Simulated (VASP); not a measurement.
# Sn (I4_1/amd) in VASP: a series of runs, part 3 of 3

VASP 6.6.1.

### Step 5. Single point, BLYP+D4

This run uses another cell than the first one, of 28.41 Å³/atom, 1.027 times its volume.

Contents of INCAR:

```
PREC     = Accurate       # precision mode
ENCUT    = 520            # plane-wave cutoff, eV
EDIFF    = 1E-6           # SCF threshold, eV
ISMEAR   = -1             # smearing method
SIGMA    = 0.05           # smearing width, eV
LREAL    = False          # projectors in reciprocal space
LASPH    = True           # aspherical terms in the spheres
NELM     = 60             # most SCF steps
ALGO     = Normal         # electronic algorithm
ISIF     = 2              # what is computed and relaxed
LWAVE    = False          # write WAVECAR
LCHARG   = True           # write CHGCAR
GGA      = B5             # functional
ALDAX    = 1.0          
AGGAX    = 1.0          
AGGAC    = 1.0          
ALDAC    = 0.0          
IVDW     = 13             # dispersion correction
VDW_S6   = 1.0          
VDW_S8   = 2.34076671   
VDW_A1   = 0.44488865   
VDW_A2   = 4.0933009    
LELF     = True           # ELF
LVHAR    = True         
NBANDS   = 21             # bands
```

Contents of KPOINTS:

```
Automatic mesh
0
Gamma
  9 9 9
```

Contents of POSCAR:

```
Sn
1.0
   -2.9705188800      2.9705188800      1.6098127890
    2.9705188800     -2.9705188800      1.6098127890
    2.9705188800      2.9705188800     -1.6098127890
Sn
2
Direct
    0.0000000000      0.0000000000      0.0000000000
    0.7500000000      0.2500000000      0.5000000000
```

Potentials or basis: VASP PAW PBE potentials, release 64 (Sn_d).

Command:

```console
$ cat potpaw_PBE.64/Sn_d/POTCAR > POTCAR
$ mpirun -np 1 vasp_std > vasp.out
```

OUTCAR:

```text
PREC = Accurate
   ENCUT = 520
   EDIFF = 1E-6
   ISMEAR = -1
   LREAL = False
   LASPH = True
   NELM = 60
   ISIF = 2
   GGA = B5
   IVDW = 13

 ion  position               nearest neighbor table
   1  0.000  0.000  0.000-   2 3.08   2 3.08   2 3.08   2 3.08
   2  0.750  0.250  0.500-   1 3.08   1 3.08   1 3.08   1 3.08

  LATTYP: Found a body centered tetragonal cell.
 ALAT       =     5.9410377600
 C/A-ratio  =     0.5419298291

  Lattice vectors:

 A1 = (  -2.9705188800,   2.9705188800,   1.6098127890)
 A2 = (   2.9705188800,  -2.9705188800,   1.6098127890)
 A3 = (   2.9705188800,   2.9705188800,  -1.6098127890)

Analysis of symmetry for initial positions (statically):
=====================================================================
 Subroutine PRICEL returns:
 Original cell was already a primitive cell.

 Routine SETGRP: Setting up the symmetry group for a
 body centered tetragonal supercell.

 Subroutine GETGRP returns: Found 16 space group operations
 (whereof  8 operations were pure point group operations)
 out of a pool of 16 trial point group operations.

The static configuration has the point symmetry D_2d.
 The point group associated with its full space group is D_4h.

Analysis of symmetry for dynamics (positions and initial velocities):
=====================================================================
 Subroutine PRICEL returns:
 Original cell was already a primitive cell.

 Routine SETGRP: Setting up the symmetry group for a
 body centered tetragonal supercell.

 Subroutine GETGRP returns: Found 16 space group operations
 (whereof  8 operations were pure point group operations)
 out of a pool of 16 trial point group operations.

The dynamic configuration has the point symmetry D_2d.
 The point group associated with its full space group is D_4h.

 Subroutine INISYM returns: Found 16 space group operations
 (whereof  8 operations are pure point group operations),
 and found     1 'primitive' translations

----------------------------------------------------------------------------------------

                                     Primitive cell

  volume of cell :      56.8198

  direct lattice vectors                    reciprocal lattice vectors
    -2.970518880  2.970518880  1.609812789     0.000000000  0.168320762  0.310595122
     2.970518880 -2.970518880  1.609812789     0.168320762  0.000000000  0.310595122
     2.970518880  2.970518880 -1.609812789     0.168320762  0.168320762  0.000000000

  length of vectors
     4.498828964  4.498828964  4.498828964     0.353272145  0.353272145  0.238041504

  position of ions in fractional coordinates (direct lattice)
     0.000000000  0.000000000  0.000000000
     0.750000000  0.250000000  0.500000000

  ion indices of the primitive-cell ions
   primitive index   ion index
                 1           1
                 2           2

----------------------------------------------------------------------------------------

 KPOINTS: Automatic mesh

Automatic generation of k-mesh.
 Grid dimensions read from file:
 generate k-points for:    9    9    9

 Generating k-lattice:

  Cartesian coordinates                     Fractional coordinates (reciprocal lattice)
     0.000000000  0.018702307  0.034510569     0.111111111  0.000000000 -0.000000000
     0.018702307  0.000000000  0.034510569     0.000000000  0.111111111 -0.000000000
     0.018702307  0.018702307  0.000000000     0.000000000  0.000000000  0.111111111

  Length of vectors
     0.039252461  0.039252461  0.026449056

  Shift w.r.t. Gamma in fractional coordinates (k-lattice)
     0.000000000  0.000000000  0.000000000

 Subroutine IBZKPT returns following result:
 ===========================================

 Found     75 irreducible k-points:

 Following reciprocal coordinates:
            Coordinates               Weight
  0.000000  0.000000  0.000000      1.000000
  0.111111 -0.000000  0.000000      8.000000
  0.222222  0.000000  0.000000      8.000000
  0.333333 -0.000000  0.000000      8.000000
  0.444444  0.000000  0.000000      8.000000
  0.111111  0.111111  0.000000      8.000000
[... 16 lines left out ...]
 -0.333333  0.333333  0.000000      4.000000
  0.444444  0.444444  0.000000      8.000000
 [... further k-points ...]
   k-points           NKPTS =     75   k-points in BZ     NKDIM =     75   number of bands    NBANDS=     21
   number of dos      NEDOS =    301   number of ions     NIONS =      2
   total plane-waves  NPLWV =  46656
   dimension x,y,z NGX =    36 NGY =   36 NGZ =   36
   dimension x,y,z NGXF=    72 NGYF=   72 NGZF=   72
   ions per type =               2
   NGX,Y,Z   is equivalent  to a cutoff of  13.30, 13.30, 13.30 a.u.
   NGXF,Y,Z  is equivalent  to a cutoff of  26.61, 26.61, 26.61 a.u.
 SYSTEM =  unknown system
   PREC   = accura    normal or accurate (medium, high low for compatibility)
   ISTART =      0    job   : 0-new  1-cont  2-samecut
   ICHARG =      2    charge: 1-file 2-atom 10-const
   ISPIN  =      1    spin polarized calculation?
   LNONCOLLINEAR =      F non collinear calculations
   LSORBIT =      F    spin-orbit coupling
   LASPH  =      T    aspherical Exc in radial PAW
   ENCUT  =  520.0 eV  38.22 Ry    6.18 a.u.   8.36  8.36  8.36*2*pi/ulx,y,z
   NELM   =     60;   NELMIN=  2; NELMDL= -5     # of ELM steps
   EDIFF  = 0.1E-05   stopping-criterion for ELM
   LREAL  =      F    real-space projection
[... 7 lines left out ...]
   TEBEG  =    0.0;   TEEND  =   0.0 temperature during run
   PSTRESS=    0.0 pullay stress
   NELECT =      28.0000    total number of electrons
   NUPDOWN=      -1.0000    fix difference up-down
   EMIN   =  10.00;   EMAX   =-10.00  energy-range for DOS
   EFERMI =   0.00;   METHOD = LEGACY
   ISMEAR =    -1;   SIGMA  =   0.05  broadening in eV -4-tet -1-fermi 0-gaus
   EFERMI_NEDOS =   21; number of points for ismear=-14 and -15
   IALGO  =     38    algorithm
   IMIX   =      4    mixing-type and parameters
     AMIX     =   0.40;   BMIX     =  1.00
     AMIX_MAG =   1.60;   BMIX_MAG =  1.00
  volume/ion in A,a.u.               =      28.41       191.72
  Fermi-wavevector in a.u.,A,eV,Ry     =   1.293086  2.443579 22.749923  1.672072
  Thomas-Fermi vector in A             =   2.424754
   LORBIT       =      0    0 simple, 1 ext, 2 COOP (PROOUT), +10 PAW based schemes
   GGA     = B5    functional components
   LHFCALC =     F    Hartree Fock is set to
   AEXX    =    0.0000 exact exchange contribution
   IVDW    =    13    specifies the selected vdW correction
   LEPSILON=     F    determine dielectric tensor
   LRPA    =     F    only Hartree local field effects (RPA)
 non-spin polarized calculation
  energy-cutoff  :      520.00
  volume of cell :       56.82
 maximum number of plane-waves:      1545
 NGX is ok and might be reduce to    36
   NGX = 17   NGY = 17   NGZ = 17

 number of electron      27.9999991 magnetization

 Free energy of the ion-electron system (eV)
  ---------------------------------------------------
  ext. energy  EPLUGINS =         0.00000000
  ---------------------------------------------------
  free energy    TOTEN  =        -5.98142142 eV

  energy without entropy =       -5.97423486  energy(sigma->0) =       -5.97782814

 E-fermi :   7.8978     XC(G=0):  -9.4596

 val. band max:        7.8381687594   @ k =  -0.1111  -0.2222   0.1111
 cond. band min:       7.9032836898   @ k =   0.4444   0.3333   0.0000
 fundamental gap:      0.0651149304
 Fermi energy:         7.8977542260

 k-point     1 :       0.0000    0.0000    0.0000
  band No.  band energies     occupation
      1     -13.6775      2.00000
      2     -13.6118      2.00000
      3     -13.5615      2.00000
      4     -13.5598      2.00000
      5     -13.4237      2.00000
      6     -13.4237      2.00000
[... 13 lines left out ...]
     20      17.6413      0.00000
     21      18.3489      0.00000

 k-point     2 :       0.1111   -0.0000    0.0000
  band No.  band energies     occupation
      1     -13.6707      2.00000
      2     -13.5894      2.00000
      3     -13.5523      2.00000
      4     -13.5361      2.00000
      5     -13.4380      2.00000
      6     -13.4347      2.00000
[... 520 lines left out ...]
 k-point    24 :       0.4444    0.4444    0.0000
  band No.  band energies     occupation
      1     -13.5927      2.00000
      2     -13.5919      2.00000
      3     -13.5347      2.00000
      4     -13.5326      2.00000
      5     -13.4476      2.00000
      6     -13.4415      2.00000
[... 13 lines left out ...]
     20      18.5705      0.00000
     21      19.0585      0.00000

 [... further k-points ...]

------------------------ aborting loop because EDIFF is reached ----------------------------------------

  DFT-D4 for vdW energy calculation

  Edisp (eV):   -1.53120

  FORCE on cell =-STRESS in cart. coord.  units (eV):
  Direction    XX          YY          ZZ          XY          YZ          ZX
  --------------------------------------------------------------------------------------
  -------------------------------------------------------------------------------------
  Total      -0.02201    -0.02201    -0.01603     0.00000     0.00000     0.00000
  in kB      -0.62072    -0.62072    -0.45205     0.00000     0.00000     0.00000
  external pressure =       -0.56 kB  Pullay stress =        0.00 kB

 VOLUME and BASIS-vectors are now :
 -----------------------------------------------------------------------------
  energy-cutoff  :      520.00
  volume of cell :       56.82
      direct lattice vectors                 reciprocal lattice vectors
    -2.970518880  2.970518880  1.609812789     0.000000000  0.168320762  0.310595122
     2.970518880 -2.970518880  1.609812789     0.168320762  0.000000000  0.310595122
     2.970518880  2.970518880 -1.609812789     0.168320762  0.168320762  0.000000000

 POSITION                                       TOTAL-FORCE (eV/Angst)
 -----------------------------------------------------------------------------------
      0.00000      0.00000      0.00000        -0.000000     -0.000000     -0.000000
      0.00000      2.97052      0.80491         0.000000      0.000000      0.000000
 -----------------------------------------------------------------------------------
    total drift:                               -0.000000      0.000000     -0.000000

  FREE ENERGIE OF THE ION-ELECTRON SYSTEM (eV)
  ---------------------------------------------------
  free  energy   TOTEN  =        -7.5126222883 eV

  energy  without entropy=       -7.5054357312  energy(sigma->0) =       -7.50902901
```

Wall time 83 s (1 thread of Intel Xeon Platinum 8488C (Sapphire Rapids), shared host); peak memory 0.24 GiB.

What came out:

```yaml
Free_energy: -7.5126 eV
Pressure: -0.1 GPa
Band_gap_on_the_k_mesh: zero (band 14 reaches 9.08 eV, above the bottom of band 15 at 5.37 eV)
Dispersion_energy_per_atom: -0.766 eV
```

Caveat: the PAW data sets were made with another functional, which shifts forces and pressure a little; spin-orbit coupling is left out, which moves the levels of the heavy elements; pairwise dispersion overbinds metals, which lowers pressure and volume.

### Step 6. The runs side by side

| task | level | cell | cutoff (eV) | smearing | gap on the mesh (eV) | pressure (GPa) |
| --- | --- | --- | --- | --- | --- | --- |
| relaxation of cell and atoms | PBE | relaxed from a = 4.455 Å, angles 97.4, 97.4, 137.9°, 2 atoms | 600 | fermi-dirac 0.05 eV | none | 0.0 |
| single point | PBE | a = 4.455 Å, angles 97.4, 97.4, 137.9°, 2 atoms | 520 | gaussian 0.027 eV | none | 1.4 |
| single point | PBE | a = 4.455 Å, angles 97.4, 97.4, 137.9°, 2 atoms | 520 | gaussian 0.028 eV | none | 1.4 |
| single point | BLYP+D4 | a = 4.499 Å, angles 97.4, 97.4, 138.1°, 2 atoms | 520 | fermi-dirac 0.05 eV | none | -0.1 |

Alike in all rows: potentials or basis VASP PAW PBE potentials, release 64 (Sn_d); no spin polarisation; k mesh 9 × 9 × 9.

Caveats: spin-orbit coupling is left out, which moves the levels of the heavy elements; the PAW data sets were made with another functional, which shifts forces and pressure a little (some runs); pairwise dispersion overbinds metals, which lowers pressure and volume (some runs).

Absolute energies hang on the potentials; compare differences alone.
